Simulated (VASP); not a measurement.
Al:

```
CELL_PARAMETERS angstrom
3.71573 0.00000 0.00000
-1.85787 3.21792 0.00000
0.00000 0.00000 4.21563
ATOMIC_POSITIONS crystal
Al 0.22540 0.00000 0.33333
Al 0.00000 0.22540 0.66667
Al 0.77460 0.77460 0.00000
```

- Program: VASP 6.6.1
- Task: relaxation of cell and atoms
- Functional: PBE
- Potentials or basis: VASP PAW PBE potentials, release 64 (Al)
- Cutoff: 500 eV
- k mesh: 6 × 6 × 4
- Occupations: gaussian, width 0.1 eV
- Spin: no spin polarisation

At the start: pressure 44.0 GPa; volume 16.80 Å³/atom.

Q: Where does the relaxation end?

A: Over 12 steps the energy falls by 1670.5 meV/atom and the volume is 20.12 Å³/atom (+19.7 %); space group R-3m (No. 166, to 0.05 Å).

Step by step:
```csv
step,energy change (eV),largest force (eV/Å),pressure (GPa),volume (Å³)
1,0.0000,9.4526,43.96,50.41
2,-3.6768,0.0164,-9.09,91.27
3,-4.6649,0.6133,-4.84,69.61
4,-4.6692,0.6710,-4.51,69.09
5,-4.6707,0.8075,-3.72,68.00
6,-4.8329,0.7286,-1.77,63.77
7,-4.9226,0.4848,2.77,58.09
8,-4.9955,0.0842,1.79,58.63
9,-5.0028,0.0683,1.49,58.87
10,-5.0105,0.0081,-0.44,60.79
11,-5.0109,0.0189,-0.09,60.41
12,-5.0114,0.0113,-0.04,60.36
```

Final structure:
```
Al
1.0
     3.89787    0.00000    0.00000
    -1.94893    3.37565    0.00000
     0.00000    0.00000    4.58737
Al
3
Direct
  0.33386 0.00000 0.33333
  0.00000 0.33386 0.66667
  0.66614 0.66614 0.00000
```

Caveat: the k points lie up to 0.34 Å⁻¹ apart in the final cell; the volume moved by over 15 % at a fixed basis, so the end points are rough.
